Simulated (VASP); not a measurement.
Here is a VASP 6.6.1 calculation.

File INCAR:

```
PREC = Accurate ; ENCUT = 520
EDIFF = 1E-7 ; ISMEAR = 0
SIGMA = 0.1 ; LREAL = False
LASPH = True ; NELM = 60
ALGO = Normal ; ISIF = 2
LWAVE = False ; LCHARG = False
GGA = PE ; NBANDS = 44
```

KPOINTS

```
Automatic mesh
0
Gamma
  8 8 4
```

POSCAR

```
La3LuO2
1.0
    4.4184917702      0.0000000000      0.0000000000
    0.0000000000      4.4184917702      0.0000000000
    0.0000000000      0.0000000000      9.2182243057
La Lu O
3 1 2
Direct
    0.5000000000      0.0000000000      0.9321644815
    0.0000000000      0.5000000000      0.9321644815
    0.0000000000      0.0000000000      0.3478481088
    0.5000000000      0.5000000000      0.5758391544
    0.5000000000      0.5000000000      0.3632448049
    0.0000000000      0.0000000000      0.8487389987
```

Potentials or basis: VASP PAW PBE potentials, release 64 (La, Lu, O).

The run is started by

```bash
$ cat potpaw_PBE.64/La/POTCAR potpaw_PBE.64/Lu/POTCAR potpaw_PBE.64/O/POTCAR > POTCAR
$ mpirun -np 1 vasp_std > vasp.out
```

Task: Estimate the pressure.

Result: 0.0 GPa.

Task: What does it give for the largest force?

Result: 0.198 eV/Å.

Task: What does it give for the band gap on the k mesh?

Result: Zero (bands 35 and 36 overlap by 0.96 eV).

Forces in eV/Å, atoms in the order of the input:
```
La   0.000  0.000 -0.009
La   0.000  0.000 -0.009
La   0.000  0.000 -0.001
Lu   0.000  0.000  0.196
O    0.000  0.000 -0.198
O    0.000  0.000  0.020
```

Caveat: spin-orbit coupling is left out, which moves the levels of the heavy elements.
